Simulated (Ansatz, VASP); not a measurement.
## KCl in VASP and in Ansatz

```
K Cl
1.0
     0.00000    3.28234    3.40859
     3.28234    0.00000    3.40859
     3.28234    3.28234    0.00000
K Cl
1 1
Direct
  0.00000 0.00000 0.00000
  0.50000 0.50000 0.50000
```

Change from the starting cell: strain +0.040 along x and y, +0.080 along z, atoms carried along.

Alike in both runs: task single point; functional r2SCAN; k mesh 6 × 6 × 6; occupations gaussian, width 0.05 eV; no spin polarisation.

```csv
,VASP,Ansatz
version,VASP 6.6.1,Ansatz 0.2.0
potentials or method,"VASP PAW PBE potentials, release 64 (K_sv, Cl), cutoff 550 eV","scalar-relativistic, plane waves, PAW"
valence electrons in the cell,16,16
```

|  | VASP | Ansatz | Ansatz less VASP |
| --- | --- | --- | --- |
| gap on the k mesh at the Fermi level (eV) | 5.30 | 5.30 | -0.003 |
| least direct gap on the mesh (eV) | 5.30 | 5.30 | -0.003 |
| pressure (GPa) | -2.1 | -2.1 | +0.03 |
| traceless stress, the component that is largest in VASP (GPa) | -0.31 | -0.31 | +0.004 |

VASP's potentials were made for PBE, not for r2SCAN.
